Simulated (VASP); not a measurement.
Crystal: GaO3.

```
Ga O
1.0
     3.81530    0.00000    0.00000
     0.00000    3.81530    0.00000
     0.00000    0.00000    3.81530
Ga O
1 3
Cartesian
  0.0000 0.0000 0.0000
  1.9076 0.0000 0.0000
  0.0000 1.9076 0.0000
  0.0000 0.0000 1.9076
```

```yaml
Program: VASP 6.6.1
Task: relaxation of cell and atoms
Functional: PBE
Potentials_or_basis: VASP PAW PBE potentials, release 64 (Ga_d, O)
Cutoff: 600 eV
k_mesh: 4 × 4 × 4
Occupations: gaussian, width 0.1 eV
Spin: collinear spin, ferromagnetic start
Starting_moments: "[0.0, 1.0, 1.0, 1.0] μB"
```

At the start: pressure 6.8 GPa; volume 13.88 Å³/atom.

Q: Where does the relaxation end?

A: Over 3 steps the energy falls by 20.8 meV/atom and the volume is 14.88 Å³/atom (+7.2 %); space group Pm-3m (No. 221, to 0.05 Å); moment 3.00 μB per cell.

The path:
| step | energy change (eV) | largest force (eV/Å) | pressure (GPa) | volume (Å³) |
| --- | --- | --- | --- | --- |
| 1 | 0.0000 | 0.0000 | 6.80 | 55.54 |
| 2 | -0.0794 | 0.0000 | -1.37 | 60.41 |
| 3 | -0.0834 | 0.0000 | -0.05 | 59.53 |

Final structure:
```xyz
4
Lattice="3.9046 0.0000 0.0000 0.0000 3.9046 0.0000 0.0000 0.0000 3.9046" Properties=species:S:1:pos:R:3 pbc="T T T"
Ga    0.0000    0.0000    0.0000
O     1.9523    0.0000    0.0000
O     0.0000    1.9523    0.0000
O     0.0000    0.0000    1.9523
```

Caveat: the k points lie up to 0.40 Å⁻¹ apart in the final cell.
